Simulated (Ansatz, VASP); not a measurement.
## One calculation of Si3N2, two programs

The input INCAR:

```
SYSTEM = Si3N2
PREC     = Accurate       ! precision mode
ENCUT    = 600            ! plane-wave cutoff, eV
EDIFF    = 1E-6           ! SCF threshold, eV
ISMEAR   = 0              ! smearing method
SIGMA    = 0.1            ! smearing width, eV
LREAL    = .FALSE.        ! projectors in reciprocal space
LASPH    = .TRUE.         ! aspherical terms in the spheres
NELM     = 60             ! most SCF steps
ALGO     = Normal         ! electronic algorithm
ISIF     = 3              ! what is computed and relaxed
LWAVE    = .FALSE.        ! write WAVECAR
LCHARG   = .FALSE.        ! write CHGCAR
GGA      = PE             ! functional
IBRION   = 2              ! ionic algorithm
NSW      = 90             ! ionic steps
EDIFFG   = -0.04          ! ionic threshold
```

KPOINTS

```
Automatic mesh
0
G
  4 4 6
  0 0 0
```

File POSCAR:

```
Si3N2
1.0
    4.2226225000      0.0000000000      0.0000000000
    0.0000000000      4.2226225000      0.0000000000
    0.0000000000      0.0000000000      3.2211616500
Si N
3 2
Direct
    0.5000000000      0.5000000000      0.0000000000
    0.0000000000      0.5000000000      0.7569595400
    0.5000000000      0.0000000000      0.2430404600
    0.5000000000      0.5000000000      0.5000000000
    0.0000000000      0.0000000000      0.5000000000
```

Input for Ansatz:

```yaml
crystal:
  lattice:
    - [4.2226225, 0.0, 0.0]
    - [0.0, 4.2226225, 0.0]
    - [0.0, 0.0, 3.22116165]
  atoms:
    - { symbol: Si, position: [0.5, 0.5, 0.0] }
    - { symbol: Si, position: [0.0, 0.5, 0.75695954] }
    - { symbol: Si, position: [0.5, 0.0, 0.24304046] }
    - { symbol: "N", position: [0.5, 0.5, 0.5] }
    - { symbol: "N", position: [0.0, 0.0, 0.5] }
basis:
  ecutwfc: 420
kpoints:
  mp_grid: { grid: [4, 4, 6] }
hamiltonian:
  xc: pbe
scf:
  occupations: { method: gaussian, width: 0.1 }
  lower_state_search: "off"
output:
  forces: true
  stress: true
  eigenvalues: true
relax:
  adjacent_minimum: "off"
  f_tol: 0.04
  max_steps: 70
  cell: { stress_tol: 0.4 }
```

Alike in both runs: task relaxation of cell and atoms; functional PBE; k mesh 4 × 4 × 6; occupations gaussian, width 0.1 eV; no spin polarisation.

```csv
,VASP,Ansatz
version,VASP 6.6.1,Ansatz 0.2.0
potentials or method,"VASP PAW PBE potentials, release 64 (Si, N), cutoff 600 eV","scalar-relativistic, plane waves, PAW"
valence electrons in the cell,22,22
```

VASP gave:

```
gap on the k mesh at the Fermi level, each at its own relaxed structure (eV) : none
relaxed volume (Å³/atom)                                                     : 12.18
relaxed cell length with the largest relative difference (Å)                 : 4.843
```

Question: What did Ansatz give for the same quantities?

Answer: gap on the k mesh at the Fermi level, each at its own relaxed structure (eV): none; relaxed volume (Å³/atom): 12.98; relaxed cell length with the largest relative difference (Å): 5.279.

A gap of «none» marks a metal or a gap that the smearing closes. One of these differences is far larger than is usual between the two programs; its cause wasn't traced.

The k mesh is coarse, so the values compare programs but aren't converged.
